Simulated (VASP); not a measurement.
# GeB26N27 (a cell with a defect) in VASP: relaxation of the atoms with PBE

Aim: the relaxation of the atoms of GeB26N27 (a cell with a defect) with PBE.

Program: VASP 6.6.1. These are calculated values, not measurements. Logs are shortened: lines on timing, memory, paths and dates and some standing lists are left out, and cuts for length are marked.

## Step 1: The cell of the first run

The cell holds a defect, 54 atoms: a = 7.669 Å, b = 7.669 Å, c = 7.669 Å, α = 60.00°, β = 60.00°, γ = 60.00°.

## Step 2: Relaxation of the atoms, PBE

Input file INCAR:

```
SYSTEM = GeB26N27
PREC = Accurate
ENCUT = 520
EDIFF = 1E-6
ISMEAR = -1
SIGMA = 0.01
LREAL = Auto
LASPH = .TRUE.
NELM = 100
ALGO = Normal
ISIF = 2
LWAVE = .FALSE.
LCHARG = .FALSE.
GGA = PE
IBRION = 2
NSW = 60
EDIFFG = -0.03
NELECT = 226.0
LUSENCCL = .FALSE.
```

Input file KPOINTS:

```
regular mesh
0
G
  3 3 3
  0 0 0
```

Input file POSCAR:

```
GeB26N27
1.0
    0.0000000000      5.4225000000      5.4225000000
    5.4225000000      0.0000000000      5.4225000000
    5.4225000000      5.4225000000      0.0000000000
Ge B N
1 26 27
Direct
    0.0000000000      0.0000000000      0.0000000000
    0.0000000000      0.0000000000      0.3333333333
    0.0000000000      0.0000000000      0.6666666667
    0.0000000000      0.3333333333      0.0000000000
    0.0000000000      0.3333333333      0.3333333333
    0.0000000000      0.3333333333      0.6666666667
    0.0000000000      0.6666666667      0.0000000000
    0.0000000000      0.6666666667      0.3333333333
    0.0000000000      0.6666666667      0.6666666667
    0.3333333333      0.0000000000      0.0000000000
    0.3333333333      0.0000000000      0.3333333333
    0.3333333333      0.0000000000      0.6666666667
    0.3333333333      0.3333333333      0.0000000000
    0.3333333333      0.3333333333      0.3333333333
    0.3333333333      0.3333333333      0.6666666667
    0.3333333333      0.6666666667      0.0000000000
    0.3333333333      0.6666666667      0.3333333333
    0.3333333333      0.6666666667      0.6666666667
    0.6666666667      0.0000000000      0.0000000000
    0.6666666667      0.0000000000      0.3333333333
    0.6666666667      0.0000000000      0.6666666667
    0.6666666667      0.3333333333      0.0000000000
    0.6666666667      0.3333333333      0.3333333333
    0.6666666667      0.3333333333      0.6666666667
    0.6666666667      0.6666666667      0.0000000000
    0.6666666667      0.6666666667      0.3333333333
    0.6666666667      0.6666666667      0.6666666667
    0.0833333333      0.0833333333      0.0833333333
    0.0833333333      0.0833333333      0.4166666667
    0.0833333333      0.0833333333      0.7500000000
    0.0833333333      0.4166666667      0.0833333333
    0.0833333333      0.4166666667      0.4166666667
    0.0833333333      0.4166666667      0.7500000000
    0.0833333333      0.7500000000      0.0833333333
    0.0833333333      0.7500000000      0.4166666667
    0.0833333333      0.7500000000      0.7500000000
    0.4166666667      0.0833333333      0.0833333333
    0.4166666667      0.0833333333      0.4166666667
    0.4166666667      0.0833333333      0.7500000000
    0.4166666667      0.4166666667      0.0833333333
    0.4166666667      0.4166666667      0.4166666667
    0.4166666667      0.4166666667      0.7500000000
    0.4166666667      0.7500000000      0.0833333333
    0.4166666667      0.7500000000      0.4166666667
    0.4166666667      0.7500000000      0.7500000000
    0.7500000000      0.0833333333      0.0833333333
    0.7500000000      0.0833333333      0.4166666667
    0.7500000000      0.0833333333      0.7500000000
    0.7500000000      0.4166666667      0.0833333333
    0.7500000000      0.4166666667      0.4166666667
    0.7500000000      0.4166666667      0.7500000000
    0.7500000000      0.7500000000      0.0833333333
    0.7500000000      0.7500000000      0.4166666667
    0.7500000000      0.7500000000      0.7500000000
```

Potentials or basis: VASP PAW PBE potentials, release 64 (Ge_d, B, N).

Launch:

```bash
> cat potpaw_PBE.64/Ge_d/POTCAR potpaw_PBE.64/B/POTCAR potpaw_PBE.64/N/POTCAR > POTCAR
> mpirun -np 1 vasp_std > vasp.out
```

OUTCAR:

```text
SYSTEM = GeB26N27
   PREC = Accurate
   ENCUT = 520
   EDIFF = 1E-6
   ISMEAR = -1
   LREAL = Auto
   LASPH = .TRUE.
   NELM = 100
   ISIF = 2
   GGA = PE
   IBRION = 2
   NSW = 60
   EDIFFG = -0.03
   NELECT = 226.0

 ion  position               nearest neighbor table
   1  0.000  0.000  0.000-  28 1.57  30 1.57  34 1.57  46 1.57
   2  0.000  0.000  0.333-  28 1.57  29 1.57  35 1.57  47 1.57
   3  0.000  0.000  0.667-  30 1.57  29 1.57  36 1.57  48 1.57
   4  0.000  0.333  0.000-  28 1.57  31 1.57  33 1.57  49 1.57
   5  0.000  0.333  0.333-  29 1.57  31 1.57  50 1.57  32 1.57
   6  0.000  0.333  0.667-  30 1.57  32 1.57  33 1.57  51 1.57
[... 46 lines left out ...]
  53  0.750  0.750  0.417-   8 1.57  20 1.57  26 1.57  27 1.57
  54  0.750  0.750  0.750-  27 1.57  21 1.57  25 1.57   9 1.57

  LATTYP: Found a face centered cubic cell.
 ALAT       =    10.8450000000

  Lattice vectors:

 A1 = (   0.0000000000,   5.4225000000,   5.4225000000)
 A2 = (   5.4225000000,   0.0000000000,   5.4225000000)
 A3 = (   5.4225000000,   5.4225000000,   0.0000000000)

Analysis of symmetry for initial positions (statically):
=====================================================================
 Subroutine PRICEL returns:
 Original cell was already a primitive cell.

 Routine SETGRP: Setting up the symmetry group for a
 face centered cubic supercell.

 Subroutine GETGRP returns: Found 24 space group operations
 (whereof 24 operations were pure point group operations)
 out of a pool of 48 trial point group operations.

The static configuration has the point symmetry T_d .

Analysis of symmetry for dynamics (positions and initial velocities):
=====================================================================
 Subroutine PRICEL returns:
 Original cell was already a primitive cell.

 Routine SETGRP: Setting up the symmetry group for a
 face centered cubic supercell.

 Subroutine GETGRP returns: Found 24 space group operations
 (whereof 24 operations were pure point group operations)
 out of a pool of 48 trial point group operations.

The dynamic configuration has the point symmetry T_d .

 Subroutine INISYM returns: Found 24 space group operations
 (whereof 24 operations are pure point group operations),
 and found     1 'primitive' translations

----------------------------------------------------------------------------------------
[... 196 lines left out ...]
     AMIX_MAG =   1.60;   BMIX_MAG =  1.00
  volume/ion in A,a.u.               =       5.91        39.85
  Fermi-wavevector in a.u.,A,eV,Ry     =   1.459603  2.758250 28.986409  2.130441
  Thomas-Fermi vector in A             =   2.576151
   LORBIT       =      0    0 simple, 1 ext, 2 COOP (PROOUT), +10 PAW based schemes
   GGA     = PE    functional components
   LHFCALC =     F    Hartree Fock is set to
   AEXX    =    0.0000 exact exchange contribution
   IVDW    =     0    specifies the selected vdW correction
   LEPSILON=     F    determine dielectric tensor
   LRPA    =     F    only Hartree local field effects (RPA)
 conjugate gradient relaxation of ions
 non-spin polarized calculation
  energy-cutoff  :      520.00
  volume of cell :      318.88
 maximum number of plane-waves:      8616
 NGX is ok and might be reduce to    60
   NGX = 29   NGY = 29   NGZ = 29

--------------------------------------- Ionic step        1  -------------------------------------------

 number of electron     225.9999970 magnetization

 Free energy of the ion-electron system (eV)
  ---------------------------------------------------
  ext. energy  EPLUGINS =         0.00000000
  ---------------------------------------------------
  free energy    TOTEN  =      -467.88245744 eV

  energy without entropy =     -467.88245744  energy(sigma->0) =     -467.88245744

------------------------ aborting loop because EDIFF is reached ----------------------------------------

  FORCE on cell =-STRESS in cart. coord.  units (eV):
  Direction    XX          YY          ZZ          XY          YZ          ZX
  --------------------------------------------------------------------------------------
  -------------------------------------------------------------------------------------
  Total       28.3046608     28.3046608     28.3046608      0.0000000     -0.0000000      0.0000000
  in kB      142.2131839    142.2131839    142.2131839      0.0000000     -0.0000000      0.0000000
  external PRESSURE =     142.2131839 kB  Pullay stress =       0.0000000 kB
[... 245 lines left out ...]
  FREE ENERGIE OF THE ION-ELECTRON SYSTEM (eV)
  ---------------------------------------------------
  free  energy   TOTEN  =      -472.1108124023 eV

  energy  without entropy=     -472.1108124023  energy(sigma->0) =     -472.11081240

[... ionic steps 4 to 8 ...]

--------------------------------------- Ionic step        9  -------------------------------------------

 number of electron     225.9999976 magnetization

------------------------ aborting loop because EDIFF is reached ----------------------------------------
[... 171 lines left out ...]
--------------------------------------- Ionic step       11  -------------------------------------------

 number of electron     225.9999976 magnetization

 Free energy of the ion-electron system (eV)
  ---------------------------------------------------
  ext. energy  EPLUGINS =         0.00000000
  ---------------------------------------------------
  free energy    TOTEN  =      -472.41847367 eV

  energy without entropy =     -472.41847367  energy(sigma->0) =     -472.41847367

 E-fermi :   8.0351     XC(G=0): -12.9200

 val. band max:        7.7352256192   @ k =   0.0000   0.0000   0.0000
 cond. band min:      12.1963259985   @ k =   0.3333   0.3333   0.0000
 fundamental gap:      4.4611003793
 Fermi energy:         8.0350782395

 k-point     1 :       0.0000    0.0000    0.0000
  band No.  band energies     occupation
      1     -16.6974      2.00000
      2     -16.6974      2.00000
      3     -16.6974      2.00000
      4     -16.4641      2.00000
      5     -16.4641      2.00000
      6     -12.6916      2.00000
[... 501 lines left out ...]
    124      16.0701      0.00000
    125      16.1755      0.00000
 [bands above 125 left out]

------------------------ aborting loop because EDIFF is reached ----------------------------------------

  FORCE on cell =-STRESS in cart. coord.  units (eV):
  Direction    XX          YY          ZZ          XY          YZ          ZX
  --------------------------------------------------------------------------------------
  -------------------------------------------------------------------------------------
  Total       17.7205025     17.7205025     17.7205025      0.0000000      0.0000000     -0.0000000
  in kB       89.0344209     89.0344209     89.0344209      0.0000000      0.0000000     -0.0000000
  external PRESSURE =      89.0344209 kB  Pullay stress =       0.0000000 kB
[... 69 lines left out ...]
  FREE ENERGIE OF THE ION-ELECTRON SYSTEM (eV)
  ---------------------------------------------------
  free  energy   TOTEN  =      -472.4184736728 eV

  energy  without entropy=     -472.4184736728  energy(sigma->0) =     -472.41847367

 reached required accuracy - stopping structural energy minimisation
```

It took 9.9 min on 1 × NVIDIA H100 80GB with 1 thread of AMD EPYC 7R13 (Zen 3), shared host; peak memory 1.6 GiB.

What came out:

- Free energy: -472.4185 eV
- Energy gained by relaxing: 84.0 meV/atom
- Ionic steps: 11
- Largest force after relaxing: 0.028 eV/Å

Forces on the atoms (eV/Å):
```
Ge   0.000  0.000  0.000
B   -0.003 -0.003  0.009
B    0.003  0.003  0.009
B   -0.003  0.009 -0.003
B    0.005 -0.005 -0.005
B   -0.009  0.003 -0.003
B    0.003  0.009  0.003
B   -0.009 -0.003  0.003
B   -0.004  0.004  0.004
B    0.009 -0.003 -0.003
B   -0.005  0.005 -0.005
B    0.003 -0.009 -0.003
B   -0.005 -0.005  0.005
B    0.005  0.005  0.005
B    0.000  0.000  0.009
B    0.003 -0.003 -0.009
B    0.000  0.009  0.000
B   -0.009  0.000  0.000
B    0.009  0.003  0.003
B   -0.003 -0.009  0.003
B    0.004 -0.004  0.004
B   -0.003  0.003 -0.009
B    0.009  0.000  0.000
B    0.000 -0.009  0.000
B    0.004  0.004 -0.004
B    0.000  0.000 -0.009
B   -0.004 -0.004 -0.004
N   -0.001 -0.001 -0.001
N    0.000  0.000 -0.021
N    0.001  0.001 -0.001
N    0.000 -0.021  0.000
N    0.021  0.000  0.000
N    0.003 -0.003 -0.004
N    0.001 -0.001  0.001
N    0.003 -0.004 -0.003
N    0.004 -0.003 -0.003
N   -0.021  0.000  0.000
N    0.000  0.021  0.000
N   -0.003  0.003 -0.004
N    0.000  0.000  0.021
N   -0.016 -0.016 -0.016
N    0.016  0.016 -0.016
N   -0.003 -0.004  0.003
N    0.016 -0.016  0.016
N    0.004  0.003  0.003
N   -0.001  0.001  0.001
N   -0.004  0.003 -0.003
N   -0.003  0.004 -0.003
N   -0.004 -0.003  0.003
N   -0.016  0.016  0.016
N    0.003  0.004  0.003
N   -0.003 -0.003  0.004
N    0.003  0.003  0.004
N    0.000  0.000  0.000
```

The path:
```
step  energy change (eV)  largest force (eV/Å)  pressure (GPa)
   1              0.0000               12.7364           14.22
   2              7.9530               11.9482           14.01
   3             -4.2284                1.5087            8.77
   4             -4.2510                1.5014            8.87
   5             -4.2533                1.4972            8.90
   6             -4.0664                1.8912            9.37
   7             -4.5171                0.2599            8.90
   8             -4.5316                0.1247            8.92
   9             -4.5359                0.0418            8.91
  10             -4.5359                0.0434            8.91
  11             -4.5360                0.0279            8.90
```

Final structure:
```xyz
54
Lattice="0.0000 5.4225 5.4225 5.4225 0.0000 5.4225 5.4225 5.4225 0.0000" Properties=species:S:1:pos:R:3 pbc="T T T"
Ge    0.0000    0.0000    0.0000
B     1.8420    1.8420    0.0023
B     3.5805    3.5805    0.0023
B     1.8420    0.0023    1.8420
B     3.6187    7.2263    7.2263
B     5.4202    3.5805    1.8420
B     3.5805    0.0023    3.5805
B     5.4202    1.8420    3.5805
B     7.2313    9.0362    9.0362
B     0.0023    1.8420    1.8420
B     7.2263    3.6187    7.2263
B     3.5805    5.4202    1.8420
B     7.2263    7.2263    3.6187
B     3.6187    3.6187    3.6187
B     5.4225    5.4225    3.6204
B     3.5805    1.8420    5.4202
B     5.4225    3.6204    5.4225
B     7.2246    5.4225    5.4225
B     0.0023    3.5805    3.5805
B     1.8420    5.4202    3.5805
B     9.0362    7.2313    9.0362
B     1.8420    3.5805    5.4202
B     3.6204    5.4225    5.4225
B     5.4225    7.2246    5.4225
B     9.0362    9.0362    7.2313
B     5.4225    5.4225    7.2246
B     7.2313    7.2313    7.2313
N     1.0103    1.0103    1.0103
N     2.7113    2.7113    0.9032
N     4.4122    4.4122    1.0103
N     2.7113    0.9032    2.7113
N     4.5193    2.7113    2.7113
N     6.3252    4.5198    2.7118
N     4.4122    1.0103    4.4122
N     6.3252    2.7118    4.5198
N     8.1332    4.5198    4.5198
N     0.9032    2.7113    2.7113
N     2.7113    4.5193    2.7113
N     4.5198    6.3252    2.7118
N     2.7113    2.7113    4.5193
N     4.5194    4.5194    4.5194
N     6.3256    6.3256    4.5194
N     4.5198    2.7118    6.3252
N     6.3256    4.5194    6.3256
N     8.1332    6.3252    6.3252
N     1.0103    4.4122    4.4122
N     2.7118    6.3252    4.5198
N     4.5198    8.1332    4.5198
N     2.7118    4.5198    6.3252
N     4.5194    6.3256    6.3256
N     6.3252    8.1332    6.3252
N     4.5198    4.5198    8.1332
N     6.3252    6.3252    8.1332
N     8.1338    8.1338    8.1338
```

Levels at points of the mesh, in eV from the Fermi level:
```tsv
k point	band 109	band 110	band 111	band 112	band 113	band 114	band 115	band 116	band 117	band 118
(0.00, 0.00, 0.00)	-1.62	-1.62	-0.30	-0.30	-0.30	5.21	5.27	5.27	5.27	5.28
```

Caveat: the cell carries a net charge on a neutralising background, which shifts energy and pressure; the cell is charged against a uniform background, so pressure and absolute levels hang on convention.
